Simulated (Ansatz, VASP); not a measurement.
# Two plane-wave programs on CdS

INCAR

```
SYSTEM = CdS
ALGO = Normal
EDIFF = 1E-6
ENCUT = 630
GGA = PE
GGA_COMPAT = .FALSE.
ISIF = 2
ISMEAR = -1
LASPH = .TRUE.
LCHARG = .TRUE.
LELF = .TRUE.
LREAL = .FALSE.
LVHAR = .TRUE.
LWAVE = .FALSE.
NBANDS = 20
NELM = 120
PREC = Accurate
SIGMA = 0.02
```

KPOINTS

```
k-points
0
G
  8 8 8
  0 0 0
```

File POSCAR:

```
CdS
1.0
    0.0000000000      2.9254005319      2.9589686818
    2.9254005319      0.0000000000      2.9589686818
    2.9254005319      2.9254005319      0.0000000000
Cd S
1 1
Direct
    0.0000000000      0.0000000000      0.0000000000
    0.2500000000      0.2500000000      0.2500000000
```

Input for Ansatz:

```yaml
crystal:
  lattice:
    - [0.0, 2.9254005319, 2.9589686818]
    - [2.9254005319, 0.0, 2.9589686818]
    - [2.9254005319, 2.9254005319, 0.0]
  atoms:
    - { symbol: Cd, position: [0.0, 0.0, 0.0] }
    - { symbol: S, position: [0.25, 0.25, 0.25] }
kpoints:
  mp_grid: { grid: [8, 8, 8] }
  band_path:
    path:
      - [0.0, 0.0, 0.0]
      - [-0.5, -0.5, 0.0]
      - [-0.375, -0.375, 0.25]
      - [-0.375, 0.0, 0.375]
      - [0.0, 0.0, 0.5]
      - [-0.5, -0.25, 0.25]
    npoints: 1
hamiltonian:
  xc: pbe
scf:
  occupations: { method: fermi_dirac, width: 0.02 }
  n_extra_bands: 4
output:
  forces: true
  stress: true
  eigenvalues: true
```

Change from the starting cell: epitaxial_xy strain -0.5%.

Alike in both runs: task single point; functional PBE; k mesh 8 × 8 × 8; occupations fermi-dirac, width 0.02 eV; no spin polarisation.

|  | VASP | Ansatz |
| --- | --- | --- |
| version | VASP 6.6.1 | Ansatz 0.2.0 |
| potentials or method | VASP PAW PBE potentials, release 64 (Cd_sv_GW, S) | plane waves, PAW |
| plane-wave cutoff (eV) | 630 | 420 |
| valence electrons in the cell | 26 | 26 |

|  | VASP | Ansatz | Ansatz less VASP |
| --- | --- | --- | --- |
| gap on the k mesh at the Fermi level (eV) | 1.09 | 1.09 | +0.001 |
| pressure (GPa) | 1.4 | 1.5 | +0.13 |
| traceless stress, the component that is largest in VASP (GPa) | -0.14 | -0.14 | +0.001 |
